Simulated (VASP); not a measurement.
# WS2 in VASP: single point with PBE+D3(BJ)

Aim: the single point of WS2 with PBE+D3(BJ).

Program: VASP 6.6.1. These are calculated values, not measurements. Logs are shortened: lines on timing, memory, paths and dates and some standing lists are left out, and cuts for length are marked.

### Step 1. The cell of the first run

The cell holds a slab with vacuum, 6 atoms: a = 3.160 Å, b = 3.160 Å, c = 23.804 Å, α = 90.00°, β = 90.00°, γ = 120.00°.

### Step 2. Single point, PBE+D3(BJ) (layers slid over each other)

Contents of INCAR:

```
SYSTEM = WS2
ALGO = Normal
DIPOL = 0.5 0.5 0.391
EDIFF = 1E-7
ENCUT = 520
GGA = PE
IDIPOL = 3
ISIF = 2
ISMEAR = 0
IVDW = 12
LASPH = .True.
LCHARG = .False.
LDIPOL = .True.
LREAL = .False.
LWAVE = .False.
NBANDS = 35
NELM = 60
PREC = Accurate
SIGMA = 0.05
```

Contents of KPOINTS:

```
k-points
0
Gamma
  9 9 1
  0 0 0
```

Contents of POSCAR:

```
WS2
1.0
    3.1597776611      0.0000000000      0.0000000000
   -1.5798888306      2.7364477249      0.0000000000
    0.0000000000      0.0000000000     23.8035416591
S W
4 2
Direct
    0.3333333333      0.6666666667      0.1890474982
    0.3333333333      0.6666666667      0.3214551405
    0.5000000000      1.3333333333      0.4596698670
    0.5000000000      1.3333333333      0.5920775093
    0.6666666667      0.3333333333      0.2552505077
    0.8333333333      1.0000000000      0.5258728765
```

Potentials or basis: VASP PAW PBE potentials, release 64 (S, W_sv).

Launch:

```
$ cat potpaw_PBE.64/S/POTCAR potpaw_PBE.64/W_sv/POTCAR > POTCAR
$ mpirun -np 1 vasp_std > vasp.out
```

OUTCAR:

```text
SYSTEM = WS2
   EDIFF = 1E-7
   ENCUT = 520
   GGA = PE
   ISIF = 2
   ISMEAR = 0
   IVDW = 12
   LASPH = .True.
   LREAL = .False.
   NELM = 60
   PREC = Accurate
 IVDW          = 12

 ion  position               nearest neighbor table
   1  0.333  0.667  0.189-   5 2.41   5 2.41   5 2.41
   2  0.333  0.667  0.321-   5 2.41   5 2.41   5 2.41
   3  0.500  0.333  0.460-   6 2.41   6 2.41   6 2.41
   4  0.500  0.333  0.592-   6 2.41   6 2.41   6 2.41
   5  0.667  0.333  0.255-   1 2.41   1 2.41   1 2.41   2 2.41   2 2.41   2 2.41
   6  0.833  0.000  0.526-   3 2.41   3 2.41   3 2.41   4 2.41   4 2.41   4 2.41

  LATTYP: Found a hexagonal cell.
 ALAT       =     3.1597776611
 C/A-ratio  =     7.5332963936

  Lattice vectors:

 A1 = (   3.1597776611,   0.0000000000,   0.0000000000)
 A2 = (  -1.5798888306,   2.7364477249,   0.0000000000)
 A3 = (   0.0000000000,   0.0000000000,  23.8035416591)

Analysis of symmetry for initial positions (statically):
=====================================================================
 Subroutine PRICEL returns:
 Original cell was already a primitive cell.

 Routine SETGRP: Setting up the symmetry group for a
 hexagonal supercell.

 Subroutine GETGRP returns: Found  1 space group operations
 (whereof  1 operations were pure point group operations)
 out of a pool of 24 trial point group operations.

The static configuration has the point symmetry C_1 .

Analysis of symmetry for dynamics (positions and initial velocities):
=====================================================================
 Subroutine PRICEL returns:
 Original cell was already a primitive cell.

 Routine SETGRP: Setting up the symmetry group for a
 hexagonal supercell.

 Subroutine GETGRP returns: Found  1 space group operations
 (whereof  1 operations were pure point group operations)
 out of a pool of 24 trial point group operations.

The dynamic configuration has the point symmetry C_1 .

 Subroutine INISYM returns: Found  1 space group operations
 (whereof  1 operations are pure point group operations),
 and found     1 'primitive' translations

----------------------------------------------------------------------------------------

                                     Primitive cell

  volume of cell :     205.8189

  direct lattice vectors                    reciprocal lattice vectors
     3.159777661  0.000000000  0.000000000     0.316477964  0.182718638  0.000000000
    -1.579888831  2.736447725  0.000000000     0.000000000  0.365437275  0.000000000
     0.000000000  0.000000000 23.803541659     0.000000000  0.000000000  0.042010555

  length of vectors
     3.159777661  3.159777661 23.803541659     0.365437275  0.365437275  0.042010555

[... 102 lines left out ...]
   EFERMI =   0.00;   METHOD = LEGACY
   ISMEAR =     0;   SIGMA  =   0.05  broadening in eV -4-tet -1-fermi 0-gaus
   EFERMI_NEDOS =   21; number of points for ismear=-14 and -15
   IALGO  =     38    algorithm
   IMIX   =      4    mixing-type and parameters
     AMIX     =   0.40;   BMIX     =  1.00
     AMIX_MAG =   1.60;   BMIX_MAG =  1.00
  volume/ion in A,a.u.               =      34.30       231.49
  Fermi-wavevector in a.u.,A,eV,Ry     =   1.034938  1.955749 14.573145  1.071096
  Thomas-Fermi vector in A             =   2.169257
   LORBIT       =      0    0 simple, 1 ext, 2 COOP (PROOUT), +10 PAW based schemes
   GGA     = PE    functional components
   LHFCALC =     F    Hartree Fock is set to
   AEXX    =    0.0000 exact exchange contribution
   IVDW    =    12    specifies the selected vdW correction
   LEPSILON=     F    determine dielectric tensor
   LRPA    =     F    only Hartree local field effects (RPA)
 non-spin polarized calculation
 Gauss-broadening in eV      SIGMA  =   0.05
  energy-cutoff  :      520.00
  volume of cell :      205.82
 maximum number of plane-waves:      5566
   NGX = 11   NGY = 11   NGZ = 89

 dipolmoment           0.000000      0.000000     -0.000002 electrons x Angstroem

 number of electron      51.9999994 magnetization

 dipolmoment           0.000000      0.000000      0.001099 electrons x Angstroem

 Free energy of the ion-electron system (eV)
  ---------------------------------------------------
  ext. energy  EPLUGINS =         0.00000000
  ---------------------------------------------------
  free energy    TOTEN  =       -47.30599539 eV

  energy without entropy =      -47.30599539  energy(sigma->0) =      -47.30599539

 E-fermi :   1.4232     XC(G=0):  -6.1391

 val. band max:        1.0449023544   @ k =   0.0000   0.0000   0.0000
 cond. band min:       2.7220463405   @ k =   0.3333   0.3333   0.0000
 fundamental gap:      1.6771439861
 Fermi energy:         1.4232246341

 k-point     1 :       0.0000    0.0000    0.0000
  band No.  band energies     occupation
      1     -73.2060      2.00000
      2     -73.1837      2.00000
      3     -37.4583      2.00000
      4     -37.4359      2.00000
      5     -37.2836      2.00000
      6     -37.2833      2.00000
[... 901 lines left out ...]
     34       5.5717      0.00000
     35       7.0660      0.00000

 [... further k-points ...]

------------------------ aborting loop because EDIFF is reached ----------------------------------------

 vacuum level on the upper side and lower side of the slab       (xc-potential included)        -0.080        -0.104

 Edisp (eV)   -2.14221

 E8    (eV) :    -0.9301

  FORCE on cell =-STRESS in cart. coord.  units (eV):
  Direction    XX          YY          ZZ          XY          YZ          ZX
  --------------------------------------------------------------------------------------
  -------------------------------------------------------------------------------------
  Total      -0.23412    -0.21971    -0.53437    -0.04478    -0.06428     0.10868
  in kB      -1.82251    -1.71028    -4.15976    -0.34860    -0.50038     0.84598
  external pressure =       -2.56 kB  Pullay stress =        0.00 kB

 VOLUME and BASIS-vectors are now :
 -----------------------------------------------------------------------------
  energy-cutoff  :      520.00
  volume of cell :      205.82
      direct lattice vectors                 reciprocal lattice vectors
     3.159777661  0.000000000  0.000000000     0.316477964  0.182718638  0.000000000
    -1.579888831  2.736447725  0.000000000     0.000000000  0.365437275  0.000000000
     0.000000000  0.000000000 23.803541659     0.000000000  0.000000000  0.042010555

 POSITION                                       TOTAL-FORCE (eV/Angst)
 -----------------------------------------------------------------------------------
     -0.00000      1.82430      4.50000         0.001625      0.000135      0.004240
     -0.00000      1.82430      7.65177        -0.024855      0.013980      0.032445
      1.05326      0.91215     10.94177         0.022550     -0.014619     -0.029602
      1.05326      0.91215     14.09354         0.001168      0.000362     -0.003283
      1.57989      0.91215      6.07587        -0.005266      0.002880      0.047367
      2.63315      0.00000     12.51764         0.004777     -0.002738     -0.051167
 -----------------------------------------------------------------------------------
    total drift:                               -0.000068     -0.000017      0.000011

  FREE ENERGIE OF THE ION-ELECTRON SYSTEM (eV)
  ---------------------------------------------------
  free  energy   TOTEN  =       -49.4482051818 eV

  energy  without entropy=      -49.4482051818  energy(sigma->0) =      -49.44820518

 vacuum level on the upper side and lower side of the slab         6.400         6.376
```

It took 6 min on 1 thread of Intel Xeon Platinum 8259CL at 2.50GHz (Skylake/Cascade Lake), shared host; peak memory 0.46 GiB.

Results:

```
Free energy                : -49.4482 eV
Largest force              : 0.051 eV/Å
Band gap on the k mesh     : 1.68 eV (least direct gap 1.90 eV)
Dispersion energy per atom : -0.357 eV
```

Forces in eV/Å, atoms in the order of the input:
```
S    0.002  0.000  0.004
S   -0.025  0.014  0.032
S    0.023 -0.015 -0.030
S    0.001  0.000 -0.003
W   -0.005  0.003  0.047
W    0.005 -0.003 -0.051
```

Levels at points of the mesh, in eV from the valence-band top:
| k point | band 22 | band 23 | band 24 | band 25 | band 26 | band 27 | band 28 | band 29 | band 30 | band 31 |
| --- | --- | --- | --- | --- | --- | --- | --- | --- | --- | --- |
| (0.00, 0.00, 0.00) | -1.82 | -1.79 | -1.79 | -0.55 | 0.00 | 2.67 | 2.68 | 2.71 | 2.72 | 2.80 |

Caveat: the cell differs from its parent crystal (layers slid over each other); spin-orbit coupling is left out, which moves the levels of the heavy elements.
